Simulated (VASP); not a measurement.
Runs of VASP 6.6.1 on Mg. The structure is that of space group P6/mmm (No. 191), or close to it. The cells are those of the table. This isn't the form of Mg at room conditions, which is hcp.

| level | potentials or basis | cell | k mesh | cutoff (eV) | gap on the mesh (eV) | pressure (GPa) |
| --- | --- | --- | --- | --- | --- | --- |
| LDA | VASP PAW LDA potentials, release 64 (Mg) | a = 3.043, b = 3.043, c = 3.037 Å, angles 90.0, 90.0, 120.0°, 1 atom | 15 × 15 × 14 | 520 | none | -0.5 |
| PBEsol | VASP PAW PBE potentials, release 64 (Mg) | a = 3.027, b = 3.026, c = 3.023 Å, angles 90.7, 89.4, 120.0°, 1 atom | 14 × 14 × 12 | 520 | none | 1.4 |
| PBEsol | VASP PAW PBE potentials, release 64 (Mg) | a = 3.031, b = 3.135, c = 3.095 Å, angles 90.1, 91.8, 119.7°, 1 atom | 14 × 14 × 12 | 520 | none | -0.5 |
| r2SCAN | VASP PAW PBE potentials, release 64 (Mg) | a = 3.109, b = 3.109, c = 3.103 Å, angles 90.0, 90.0, 120.0°, 1 atom | 19 × 19 × 18 | 660 | none | -1.3 |
| PBEsol | VASP PAW PBE potentials, release 64 (Mg) | a = 2.998, b = 3.061, c = 3.092 Å, angles 91.1, 90.0, 119.3°, 1 atom | 14 × 14 × 12 | 520 | none | (a) |

Alike in all rows: task single point; no spin polarisation; smearing gaussian 0.1 eV.

Q: Fill in the values left out.

A: (a) 0.5.

Caveats: the PAW data sets were made with another functional, which shifts forces and pressure a little (at least some runs).

A gap of «none» marks levels without a gap at the run's occupations.
